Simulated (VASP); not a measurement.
# WC (Fm-3m) in VASP: notebook

WC is run at these levels: PBEsol+U; tasks: relaxation of cell and atoms.

Everything below comes from runs of VASP 6.6.1. Logs are shortened: lines on timing, memory, paths and dates and some standing lists are left out, and cuts for length are marked.

### 1 The cell of the first run

Symmetry: Fm-3m, No. 225, cubic system. Conventional cell: a = 4.385 Å, b = 4.385 Å, c = 4.385 Å, α = 90.00°, β = 90.00°, γ = 90.00°. Within 2.9 Å of W (site symmetry m-3m) lie 6 C at 2.19 Å. Within 2.9 Å of C (site symmetry m-3m) lie 6 W at 2.19 Å.

### 2 Relaxation of cell and atoms, PBEsol+U

INCAR

```
SYSTEM = WC
ALGO = Normal
EDIFF = 1E-6
EDIFFG = -0.01
ENCUT = 600
GGA = PS
IBRION = 2
ISIF = 3
ISMEAR = -1
LASPH = .True.
LCHARG = .False.
LDAU = .True.
LDAUJ = 0 0
LDAUL = 2 -1
LDAUPRINT = 1
LDAUTYPE = 2
LDAUU = 1 0
LMAXMIX = 4
LREAL = .False.
LWAVE = .False.
NELM = 150
NSW = 60
PREC = Accurate
SIGMA = 0.05
```

KPOINTS

```
k-points
0
Gamma
  10 10 10
  0 0 0
```

POSCAR

```
WC
1.0
    0.0000000000      2.1926840000      2.1926840000
    2.1926840000      0.0000000000      2.1926840000
    2.1926840000      2.1926840000      0.0000000000
W C
1 1
Direct
    0.0000000000      0.0000000000      0.0000000000
    0.5000000000      0.5000000000      0.5000000000
```

Potentials or basis: VASP PAW PBE potentials, release 64 (W_sv, C).

On the command line:

```
$ cat potpaw_PBE.64/W_sv/POTCAR potpaw_PBE.64/C/POTCAR > POTCAR
$ mpirun -np 1 vasp_std > vasp.out
```

OUTCAR:

```text
SYSTEM = WC
   EDIFF = 1E-6
   EDIFFG = -0.01
   ENCUT = 600
   GGA = PS
   IBRION = 2
   ISIF = 3
   ISMEAR = -1
   LASPH = .True.
   LREAL = .False.
   NELM = 150
   NSW = 60
   PREC = Accurate

 ion  position               nearest neighbor table
   1  0.000  0.000  0.000-   2 2.19   2 2.19   2 2.19   2 2.19   2 2.19   2 2.19
   2  0.500  0.500  0.500-   1 2.19   1 2.19   1 2.19   1 2.19   1 2.19   1 2.19

  LATTYP: Found a face centered cubic cell.
 ALAT       =     4.3853680000

  Lattice vectors:

 A1 = (   0.0000000000,   2.1926840000,   2.1926840000)
 A2 = (   2.1926840000,   0.0000000000,   2.1926840000)
 A3 = (   2.1926840000,   2.1926840000,   0.0000000000)

Analysis of symmetry for initial positions (statically):
=====================================================================
 Subroutine PRICEL returns:
 Original cell was already a primitive cell.

 Routine SETGRP: Setting up the symmetry group for a
 face centered cubic supercell.

 Subroutine GETGRP returns: Found 48 space group operations
 (whereof 48 operations were pure point group operations)
 out of a pool of 48 trial point group operations.

The static configuration has the point symmetry O_h .

Analysis of symmetry for dynamics (positions and initial velocities):
=====================================================================
 Subroutine PRICEL returns:
 Original cell was already a primitive cell.

 Routine SETGRP: Setting up the symmetry group for a
 face centered cubic supercell.

 Subroutine GETGRP returns: Found 48 space group operations
 (whereof 48 operations were pure point group operations)
 out of a pool of 48 trial point group operations.

The dynamic configuration has the point symmetry O_h .

 Subroutine INISYM returns: Found 48 space group operations
 (whereof 48 operations are pure point group operations),
 and found     1 'primitive' translations

----------------------------------------------------------------------------------------

                                     Primitive cell

  volume of cell :      21.0842

  direct lattice vectors                    reciprocal lattice vectors
     0.000000000  2.192684000  2.192684000    -0.228031034  0.228031034  0.228031034
     2.192684000  0.000000000  2.192684000     0.228031034 -0.228031034  0.228031034
     2.192684000  2.192684000  0.000000000     0.228031034  0.228031034 -0.228031034

  length of vectors
     3.100923451  3.100923451  3.100923451     0.394961337  0.394961337  0.394961337

  position of ions in fractional coordinates (direct lattice)
     0.000000000  0.000000000  0.000000000
     0.500000000  0.500000000  0.500000000

  ion indices of the primitive-cell ions
   primitive index   ion index
                 1           1
                 2           2

----------------------------------------------------------------------------------------

 KPOINTS: k-points

Automatic generation of k-mesh.
 Grid dimensions read from file:
 generate k-points for:   10   10   10

 Generating k-lattice:

  Cartesian coordinates                     Fractional coordinates (reciprocal lattice)
    -0.022803103  0.022803103  0.022803103     0.100000000  0.000000000  0.000000000
     0.022803103 -0.022803103  0.022803103     0.000000000  0.100000000  0.000000000
     0.022803103  0.022803103 -0.022803103     0.000000000  0.000000000  0.100000000

  Length of vectors
     0.039496134  0.039496134  0.039496134

  Shift w.r.t. Gamma in fractional coordinates (k-lattice)
     0.000000000  0.000000000  0.000000000

 Subroutine IBZKPT returns following result:
 ===========================================

 Found     47 irreducible k-points:

 Following reciprocal coordinates:
            Coordinates               Weight
  0.000000  0.000000  0.000000      1.000000
  0.100000  0.000000  0.000000      8.000000
  0.200000  0.000000  0.000000      8.000000
  0.300000  0.000000  0.000000      8.000000
  0.400000  0.000000  0.000000      8.000000
  0.500000  0.000000  0.000000      4.000000
[... 16 lines left out ...]
  0.300000  0.300000  0.000000      6.000000
  0.400000  0.300000  0.000000     24.000000
 [... further k-points ...]
   k-points           NKPTS =     47   k-points in BZ     NKDIM =     47   number of bands    NBANDS=     13
   number of dos      NEDOS =    301   number of ions     NIONS =      2
   total plane-waves  NPLWV =  21952
   dimension x,y,z NGX =    28 NGY =   28 NGZ =   28
   dimension x,y,z NGXF=    56 NGYF=   56 NGZF=   56
   ions per type =               1   1
   NGX,Y,Z   is equivalent  to a cutoff of  15.01, 15.01, 15.01 a.u.
   NGXF,Y,Z  is equivalent  to a cutoff of  30.02, 30.02, 30.02 a.u.
 SYSTEM =  WC
   PREC   = accura    normal or accurate (medium, high low for compatibility)
   ISTART =      0    job   : 0-new  1-cont  2-samecut
   ICHARG =      2    charge: 1-file 2-atom 10-const
   ISPIN  =      1    spin polarized calculation?
   LNONCOLLINEAR =      F non collinear calculations
[... 58 lines left out ...]

------------------------ aborting loop because EDIFF is reached ----------------------------------------

  FORCE on cell =-STRESS in cart. coord.  units (eV):
  Direction    XX          YY          ZZ          XY          YZ          ZX
  --------------------------------------------------------------------------------------
  -------------------------------------------------------------------------------------
  Total       -0.9913488     -0.9913488     -0.9913488     -0.0000000      0.0000000     -0.0000000
  in kB      -75.3319003    -75.3319003    -75.3319003     -0.0000000      0.0000000     -0.0000000
  external PRESSURE =     -75.3319003 kB  Pullay stress =       0.0000000 kB
[... 53 lines left out ...]
  FREE ENERGIE OF THE ION-ELECTRON SYSTEM (eV)
  ---------------------------------------------------
  free  energy   TOTEN  =       -21.8107509217 eV

  energy  without entropy=      -21.8048297114  energy(sigma->0) =      -21.80779032

atom =   1  type =  1  l = 2

 onsite density matrix

spin component  1

  0.3418  0.0000 -0.0000 -0.0000 -0.0000
  0.0000  0.3418 -0.0000 -0.0000 -0.0000
 -0.0000 -0.0000  0.3543  0.0000  0.0000
 -0.0000 -0.0000  0.0000  0.3418  0.0000
 -0.0000 -0.0000  0.0000  0.0000  0.3543

spin component  2

  0.3418  0.0000 -0.0000 -0.0000 -0.0000
  0.0000  0.3418 -0.0000 -0.0000 -0.0000
 -0.0000 -0.0000  0.3543  0.0000  0.0000
 -0.0000 -0.0000  0.0000  0.3418  0.0000
 -0.0000 -0.0000  0.0000  0.0000  0.3543

 occupancies and eigenvectors

  o =  0.3418  v =  1.0000  0.0000  0.0000  0.0000  0.0000  0.0000  0.0000  0.0000  0.0000  0.0000      0.0000  0.0000  0.0000  0.0000  0.0000  0.0000  0.0000  0.0000  0.0000  0.0000
  o =  0.3418  v =  0.0000  0.0000  0.0000  0.0000  0.0000  1.0000  0.0000  0.0000  0.0000  0.0000      0.0000  0.0000  0.0000  0.0000  0.0000  0.0000  0.0000  0.0000  0.0000  0.0000
  o =  0.3418  v =  0.0000  0.0231 -0.0000  0.9997 -0.0000  0.0000  0.0000  0.0000  0.0000  0.0000      0.0000  0.0000  0.0000  0.0000  0.0000  0.0000  0.0000  0.0000  0.0000  0.0000
  o =  0.3418  v =  0.0000  0.0000  0.0000  0.0000  0.0000  0.0000  0.0231 -0.0000  0.9997 -0.0000      0.0000  0.0000  0.0000  0.0000  0.0000  0.0000  0.0000  0.0000  0.0000  0.0000
  o =  0.3418  v =  0.0000  0.0000  0.0000  0.0000  0.0000  0.0000  0.9997 -0.0000 -0.0231  0.0000      0.0000  0.0000  0.0000  0.0000  0.0000  0.0000  0.0000  0.0000  0.0000  0.0000
  o =  0.3418  v =  0.0000  0.9997 -0.0000 -0.0231  0.0000  0.0000  0.0000  0.0000  0.0000  0.0000      0.0000  0.0000  0.0000  0.0000  0.0000  0.0000  0.0000  0.0000  0.0000  0.0000
  o =  0.3543  v =  0.0000 -0.0000 -0.0552  0.0000  0.9985  0.0000  0.0000  0.0000  0.0000  0.0000      0.0000  0.0000  0.0000  0.0000  0.0000  0.0000  0.0000  0.0000  0.0000  0.0000
  o =  0.3543  v =  0.0000  0.0000  0.0000  0.0000  0.0000  0.0000 -0.0000 -0.0552  0.0000  0.9985      0.0000  0.0000  0.0000  0.0000  0.0000  0.0000  0.0000  0.0000  0.0000  0.0000
  o =  0.3543  v =  0.0000  0.0000  0.9985  0.0000  0.0552  0.0000  0.0000  0.0000  0.0000  0.0000      0.0000  0.0000  0.0000  0.0000  0.0000  0.0000  0.0000  0.0000  0.0000  0.0000
  o =  0.3543  v =  0.0000  0.0000  0.0000  0.0000  0.0000  0.0000  0.0000  0.9985  0.0000  0.0552      0.0000  0.0000  0.0000  0.0000  0.0000  0.0000  0.0000  0.0000  0.0000  0.0000

--------------------------------------- Ionic step        3  -------------------------------------------

 number of electron      18.0000001 magnetization

 Free energy of the ion-electron system (eV)
  ---------------------------------------------------
  ext. energy  EPLUGINS =         0.00000000
  ---------------------------------------------------
  free energy    TOTEN  =       -21.88125630 eV

  energy without entropy =      -21.87483519  energy(sigma->0) =      -21.87804574

 E-fermi :  12.6991     XC(G=0): -13.9549

 val. band max:       12.6106532583   @ k =   0.3000   0.2000   0.1000
 cond. band min:      12.7144611221   @ k =  -0.1000   0.1000   0.0000
 fundamental gap:      0.1038078638
 Fermi energy:        12.6991182061

 k-point     1 :       0.0000    0.0000    0.0000
  band No.  band energies     occupation
      1     -62.8581      2.00000
      2     -26.8472      2.00000
      3     -26.8472      2.00000
      4     -26.8472      2.00000
      5      -3.3771      2.00000
      6       9.8221      2.00000
      7       9.8221      2.00000
      8       9.8221      2.00000
      9      11.5308      2.00000
     10      11.5308      2.00000
     11      11.5308      2.00000
     12      11.6668      2.00000
     13      11.6668      2.00000
[... 353 lines left out ...]
 k-point    24 :       0.4000    0.3000    0.0000
  band No.  band energies     occupation
      1     -62.8143      2.00000
      2     -27.3134      2.00000
      3     -27.0385      2.00000
      4     -27.0193      2.00000
      5      -0.8426      2.00000
      6       5.4280      2.00000
      7       6.9813      2.00000
      8       8.9006      2.00000
      9       9.7901      2.00000
     10      13.7298      0.00000
     11      15.1851      0.00000
     12      15.5032      0.00000
     13      19.1595      0.00000

 [... further k-points ...]
[... 5 lines left out ...]
  --------------------------------------------------------------------------------------
  -------------------------------------------------------------------------------------
  Total       -0.0142452     -0.0142452     -0.0142452      0.0000000     -0.0000000      0.0000000
  in kB       -1.1043622     -1.1043622     -1.1043622      0.0000000     -0.0000000      0.0000000
  external PRESSURE =      -1.1043622 kB  Pullay stress =       0.0000000 kB
[... 17 lines left out ...]
  FREE ENERGIE OF THE ION-ELECTRON SYSTEM (eV)
  ---------------------------------------------------
  free  energy   TOTEN  =       -21.8812563017 eV

  energy  without entropy=      -21.8748351850  energy(sigma->0) =      -21.87804574

 reached required accuracy - stopping structural energy minimisation
```

Run time: 30 s. Hardware: 1 thread of Intel Xeon Platinum 8488C (Sapphire Rapids), shared host; peak memory 0.18 GiB.

Results:

| Quantity | Value |
| --- | --- |
| Free energy | -21.8813 eV |
| Relaxed volume | 10.33 Å³/atom |
| Relaxed cell | a = 3.080 Å, b = 3.080 Å, c = 3.080 Å, α = 60.00°, β = 60.00°, γ = 60.00° |
| Space group after relaxing (to 0.05 Å) | Fm-3m (No. 225) |
| Energy gained by relaxing | 5.1 meV/atom |
| Ionic steps | 3 |
| Pressure after relaxing | -0.1 GPa |

Step by step:
```csv
step,energy change (eV),largest force (eV/Å),pressure (GPa),volume (Å³)
1,0.0000,0.0000,-7.53,21.08
2,0.0603,0.0000,22.53,19.61
3,-0.0102,0.0000,-0.11,20.67
```

Final structure:
```
CELL_PARAMETERS angstrom
0.00000 2.17811 2.17811
2.17811 0.00000 2.17811
2.17811 2.17811 0.00000
ATOMIC_POSITIONS crystal
W 0.00000 0.00000 0.00000
C 0.50000 0.50000 0.50000
```

Eigenvalues of the final occupation matrices:
| site | spin | trace | eigenvalues |
| --- | --- | --- | --- |
| site 1 d | 1 | 1.73 | 0.34 0.34 0.34 0.35 0.35 |
| site 1 d | 2 | 1.73 | 0.34 0.34 0.34 0.35 0.35 |

Caveat: the bands computed are all filled at some k points, so no gap is given; the PAW data sets were made with another functional, which shifts forces and pressure a little; spin-orbit coupling is left out, which moves the levels of the heavy elements; the U is typed as a test and isn't derived for this compound.

### 3 Relaxation of cell and atoms, PBEsol+U

INCAR

```
SYSTEM = WC
PREC = Accurate ; ENCUT = 600
EDIFF = 1E-6 ; ISMEAR = -1
SIGMA = 0.05 ; LREAL = .False.
LASPH = .True. ; NELM = 150
ALGO = Normal ; ISIF = 3
LWAVE = .False. ; LCHARG = .False.
LMAXMIX = 4 ; LDAU = .True.
LDAUTYPE = 2 ; LDAUL = 2 -1
LDAUU = 2 0 ; LDAUJ = 0 0
LDAUPRINT = 1 ; GGA = PS
IBRION = 2 ; NSW = 60
EDIFFG = -0.01
```

KPOINTS

```
regular mesh
0
Gamma
  10 10 10
  0 0 0
```

POSCAR is that of step 2.

Potentials or basis: VASP PAW PBE potentials, release 64 (W_sv, C).

On the command line:

```
$ cat potpaw_PBE.64/W_sv/POTCAR potpaw_PBE.64/C/POTCAR > POTCAR
$ mpirun -np 1 vasp_std > vasp.out
```

Run time: 26 s. Hardware: 1 thread of Intel Xeon Platinum 8488C (Sapphire Rapids), shared host; peak memory 0.18 GiB.

It converged, with:

```
Free energy                            : -20.7513 eV
Relaxed volume                         : 10.38 Å³/atom
Relaxed cell                           : a = 3.085 Å, b = 3.085 Å, c = 3.085 Å, α = 60.00°, β = 60.00°, γ = 60.00°
Space group after relaxing (to 0.05 Å) : Fm-3m (No. 225)
Energy gained by relaxing              : 2.9 meV/atom
Ionic steps                            : 3
Pressure after relaxing                : -0.1 GPa
```

Step by step:
| step | energy change (eV) | largest force (eV/Å) | pressure (GPa) | volume (Å³) |
| --- | --- | --- | --- | --- |
| 1 | 0.0000 | 0.0000 | -5.68 | 21.08 |
| 2 | 0.0333 | 0.0000 | 16.29 | 19.96 |
| 3 | -0.0058 | 0.0000 | -0.06 | 20.77 |

Final structure:
```
W C
1.0
     0.00000    2.18159    2.18159
     2.18159    0.00000    2.18159
     2.18159    2.18159    0.00000
W C
1 1
Direct
  0.00000 0.00000 0.00000
  0.50000 0.50000 0.50000
```

Levels at points of the mesh, in eV from the Fermi level:
| k point | band 7 | band 8 | band 9 | band 10 | band 11 | band 12 |
| --- | --- | --- | --- | --- | --- | --- |
| (0.00, 0.00, 0.00) | -2.85 | -2.85 | -1.20 | -1.20 | -1.20 | -1.01 |
| (0.50, 0.00, 0.00) | -6.75 | -6.75 | 1.07 | 1.07 | 2.33 | 4.71 |
| (0.50, 0.50, 0.00) | -5.82 | -2.67 | -2.67 | 0.86 | 2.34 | 2.34 |

Eigenvalues of the final occupation matrices:
| site | spin | trace | eigenvalues |
| --- | --- | --- | --- |
| site 1 d | 1 | 1.72 | 0.34 0.34 0.34 0.35 0.35 |
| site 1 d | 2 | 1.72 | 0.34 0.34 0.34 0.35 0.35 |

Caveat: the bands computed are all filled at some k points, so no gap is given; the PAW data sets were made with another functional, which shifts forces and pressure a little; spin-orbit coupling is left out, which moves the levels of the heavy elements; the U is typed as a test and isn't derived for this compound.

### 4 Relaxation of cell and atoms, PBEsol+U

INCAR

```
PREC = Accurate ; ENCUT = 600
EDIFF = 1E-6 ; ISMEAR = -1
SIGMA = 0.05 ; LREAL = False
LASPH = True ; NELM = 150
ALGO = Normal ; ISIF = 3
LWAVE = False ; LCHARG = False
LMAXMIX = 4 ; LDAU = True
LDAUTYPE = 2 ; LDAUL = 2 -1
LDAUU = 3 0 ; LDAUJ = 0 0
LDAUPRINT = 1 ; GGA = PS
IBRION = 2 ; NSW = 60
EDIFFG = -0.01
```

KPOINTS

```
Automatic mesh
0
Gamma
  10 10 10
```

POSCAR is that of step 3.

On the command line:

```
$ cat potpaw_PBE.64/W_sv/POTCAR potpaw_PBE.64/C/POTCAR > POTCAR
$ mpirun -np 1 vasp_std > vasp.out
```

Run time: 26 s. Hardware: 1 thread of Intel Xeon Platinum 8488C (Sapphire Rapids), shared host; peak memory 0.18 GiB.

Results (log left out):

```yaml
Free_energy: -19.6269 eV
Relaxed_volume: 10.44 Å³/atom
Relaxed_cell: a = 3.090 Å, b = 3.090 Å, c = 3.090 Å, α = 60.00°, β = 60.00°, γ = 60.00°
Space_group_after_relaxing_to_0.05_Å: Fm-3m (No. 225)
Energy_gained_by_relaxing: 1.3 meV/atom
Ionic_steps: 3
Pressure_after_relaxing: 0.0 GPa
```

Step by step:
```csv
step,energy change (eV),largest force (eV/Å),pressure (GPa),volume (Å³)
1,0.0000,0.0000,-3.76,21.08
2,0.0142,0.0000,10.33,20.34
3,-0.0026,0.0000,-0.03,20.87
```

Final structure:
```
CELL_PARAMETERS angstrom
0.00000 2.18527 2.18527
2.18527 0.00000 2.18527
2.18527 2.18527 0.00000
ATOMIC_POSITIONS crystal
W 0.00000 0.00000 0.00000
C 0.50000 0.50000 0.50000
```

Levels at points of the mesh, in eV from the Fermi level:
| k point | band 6 | band 7 | band 8 | band 9 | band 10 | band 11 | band 12 | band 13 |
| --- | --- | --- | --- | --- | --- | --- | --- | --- |
| (0.00, 0.00, 0.00) | -2.82 | -2.82 | -2.82 | -1.24 | -1.24 | -1.24 | -1.00 | -1.00 |
| (0.50, 0.00, 0.00) | -10.10 | -6.72 | -6.72 | 1.08 | 1.08 | 2.31 | 4.62 | 8.85 |
| (0.50, 0.50, 0.00) | -5.92 | -5.88 | -2.71 | -2.71 | 0.86 | 2.34 | 2.34 | 5.32 |

Eigenvalues of the final occupation matrices:
```csv
site,spin,trace,eigenvalues
site 1 d,1,1.70,0.34 0.34 0.34 0.35 0.35
site 1 d,2,1.70,0.34 0.34 0.34 0.35 0.35
```

Caveat: the bands computed are all filled at some k points, so no gap is given; the PAW data sets were made with another functional, which shifts forces and pressure a little; spin-orbit coupling is left out, which moves the levels of the heavy elements; the U is typed as a test and isn't derived for this compound.

### 5 The runs side by side

| U | pressure (GPa) | relaxed volume (Å³/atom) |
| --- | --- | --- |
| W d U = 1.0 eV | -0.1 | 10.33 |
| W d U = 2.0 eV | -0.1 | 10.38 |
| W d U = 3.0 eV | 0.0 | 10.44 |

Alike in all rows: task relaxation of cell and atoms; level PBEsol+U; potentials or basis VASP PAW PBE potentials, release 64 (W_sv, C); no spin polarisation; cell relaxed; k mesh 10 × 10 × 10; cutoff (eV) 600; smearing fermi-dirac 0.05 eV.

Caveats: the bands computed are all filled at some k points, so no gap is given; the PAW data sets were made with another functional, which shifts forces and pressure a little; spin-orbit coupling is left out, which moves the levels of the heavy elements; the U is typed as a test and isn't derived for this compound.

Total energies depend on the potentials used, so only differences within one code and one set of settings carry meaning.
